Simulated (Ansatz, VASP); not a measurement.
## Two plane-wave programs on W

Contents of INCAR:

```
SYSTEM = W
PREC     = Accurate       ! precision mode
ENCUT    = 500            ! plane-wave cutoff, eV
EDIFF    = 1E-6           ! SCF threshold, eV
ISMEAR   = 0              ! smearing method
SIGMA    = 0.15           ! smearing width, eV
LREAL    = .False.        ! projectors in reciprocal space
LASPH    = .True.         ! aspherical terms in the spheres
NELM     = 120            ! most SCF steps
ALGO     = Normal         ! electronic algorithm
ISIF     = 2              ! what is computed and relaxed
LWAVE    = .False.        ! write WAVECAR
LCHARG   = .False.        ! write CHGCAR
GGA      = PS             ! functional
NBANDS   = 13             ! bands
GGA_COMPAT= .False.
```

The input KPOINTS:

```
Automatic mesh
0
Gamma
  22 22 22
  0 0 0
```

The input POSCAR:

```
W
1.0
    0.0000000000      1.9483138106      2.1047634096
    1.9483138106      0.0000000000      2.1047634096
    1.9483138106      1.9483138106      0.0000000000
W
1
Direct
    0.0000000000      0.0000000000      0.0000000000
```

Input for Ansatz:

```yaml
crystal:
  lattice:
    - [0.0, 1.9483138106, 2.1047634096]
    - [1.9483138106, 0.0, 2.1047634096]
    - [1.9483138106, 1.9483138106, 0.0]
  atoms:
    - { symbol: W, position: [0.0, 0.0, 0.0] }
basis:
  ecutwfc: 420
kpoints:
  mp_grid: { grid: [22, 22, 22] }
hamiltonian:
  xc: pbesol
  pseudopotentials: { kind: paw, azcp: { folder: soft_1 } }
scf:
  occupations: { method: gaussian, width: 0.15 }
output:
  forces: true
  stress: true
  eigenvalues: true
```

Alike in both runs: task single point; functional PBEsol; k mesh 22 × 22 × 22; occupations gaussian, width 0.15 eV; no spin polarisation.

|  | VASP | Ansatz |
| --- | --- | --- |
| version | VASP 6.6.1 | Ansatz 0.2.0 |
| potentials or method | VASP PAW PBE potentials, release 64 (W_sv), cutoff 500 eV | scalar-relativistic, plane waves, PAW |
| valence electrons in the cell | 14 | 14 |

```tsv
	VASP	Ansatz	Ansatz less VASP
gap on the k mesh at the Fermi level (eV)	none	none	-
pressure (GPa)	0.6	0.1	-0.56
traceless stress, the component that is largest in VASP (GPa)	8.35	8.32	-0.028
```

VASP's potentials were made for PBE, not for PBEsol, and Ansatz warns of the same on its side. A gap of «none» marks a metal or a gap that the smearing closes.

Neither program's run includes spin-orbit coupling.
